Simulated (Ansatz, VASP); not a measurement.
**One calculation of Br, two programs**

```xyz
4
Lattice="3.4119 -2.3030 -0.0181 3.4119 2.3030 0.0181 0.0000 0.0704 8.1583" Properties=species:S:1:pos:R:3 pbc="T T T"
Br    3.5099    1.6563    1.0152
Br    3.3138   -0.6468    3.0807
Br    3.5099   -1.5859    7.1431
Br    3.3138    0.7172    5.0776
```

Alike in both runs: task single point; functional PBE; k mesh 8 × 8 × 4; occupations gaussian, width 0.02 eV; no spin polarisation.

```csv
,VASP,Ansatz
version,VASP 6.6.1,Ansatz 0.2.0
potentials or method,"VASP PAW PBE potentials, release 64 (Br), cutoff 520 eV","scalar-relativistic, plane waves, PAW"
valence electrons in the cell,28,28
```

Ansatz gave:

| Property | Result |
| --- | --- |
| gap on the k mesh at the Fermi level (eV) | 1.32 |
| least direct gap on the mesh (eV) | 1.53 |
| pressure (GPa) | 0.9 |
| traceless stress, the component that is largest in VASP (GPa) | -0.92 |
| rms of the force components (eV/Å) | 0.162 |

**Question.** Estimate VASP's values.

**Answer.** gap on the k mesh at the Fermi level (eV): 1.32; least direct gap on the mesh (eV): 1.53; pressure (GPa): 0.9; traceless stress, the component that is largest in VASP (GPa): -0.92; rms of the force components (eV/Å): 0.161.

Atom by atom the forces differ by 0.003 eV/Å (rms over components). With one functional, cell and mesh, what is left measures potentials, basis and numerics.
